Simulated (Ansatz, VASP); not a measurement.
Two plane-wave programs on InP

```xyz
2
Lattice="0.0000 2.8906 2.9800 2.8906 0.0000 2.9800 2.8906 2.8906 0.0000" Properties=species:S:1:pos:R:3 pbc="T T T"
In    0.0000    0.0000    0.0000
P     4.3359    4.3359    4.4701
```

Change from the starting cell: strain -0.030 along x and y, +0.000 along z, atoms carried along.

Alike in both runs: task single point; functional PBE; k mesh 10 × 10 × 10; occupations gaussian, width 0.05 eV; no spin polarisation.

|  | VASP | Ansatz |
| --- | --- | --- |
| version | VASP 6.6.1 | Ansatz 0.2.0 |
| potentials or method | VASP PAW PBE potentials, release 64 (In_d, P), cutoff 520 eV | scalar-relativistic, plane waves, PAW |
| valence electrons in the cell | 18 | 18 |

|  | VASP | Ansatz | Ansatz less VASP |
| --- | --- | --- | --- |
| gap on the k mesh at the Fermi level (eV) | 0.72 | 0.72 | +0.003 |
| least direct gap on the mesh (eV) | 0.72 | 0.72 | +0.003 |
| pressure (GPa) | 4.1 | 4.1 | +0.06 |
| traceless stress, the component that is largest in VASP (GPa) | -0.85 | -0.85 | 0.000 |

The functional is the same, so the differences come from potentials, cutoffs and numerics.
